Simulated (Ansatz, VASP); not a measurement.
## One calculation of Bi2Te3, two programs

```xyz
5
Lattice="2.2075 1.2745 10.2330 -2.2075 1.2745 10.2330 0.0000 -2.5490 10.2330" Properties=species:S:1:pos:R:3 pbc="T T T"
Bi    0.0000    0.0000   18.4194
Bi    0.0000    0.0000   12.2796
Te    0.0000    0.0000   24.2675
Te    0.0000    0.0000    6.4314
Te    0.0000    0.0000    0.0000
```

Change from the starting cell: volume scaled by 1.02.

Alike in both runs: task single point; functional LDA; k mesh 7 × 7 × 7; occupations fermi-dirac, width 0.05 eV; no spin polarisation.

```csv
,VASP,Ansatz
version,VASP 6.6.1,Ansatz 0.2.0
potentials or method,"VASP PAW LDA potentials, release 64 (Bi_d, Te), cutoff 520 eV","all-electron LAPW, scalar-relativistic"
```

|  | VASP | Ansatz | Ansatz less VASP |
| --- | --- | --- | --- |
| gap on the k mesh at the Fermi level (eV) | 0.21 | 0.22 | +0.012 |
| least direct gap on the mesh (eV) | 0.21 | 0.22 | +0.012 |
| pressure (GPa) | -2.6 | -2.7 | -0.07 |
| traceless stress, the component that is largest in VASP (GPa) | -0.34 | -0.35 | -0.007 |
| rms of the force components (eV/Å) | 0.106 | 0.118 | +0.0117 |

LDA's correlation is that of Perdew and Zunger in VASP and of Perdew and Wang (1992) in Ansatz. Atom by atom the forces differ by 0.012 eV/Å (rms over components). Ansatz ran all-electron here, and VASP with PAW potentials.

Spin-orbit coupling is off throughout.
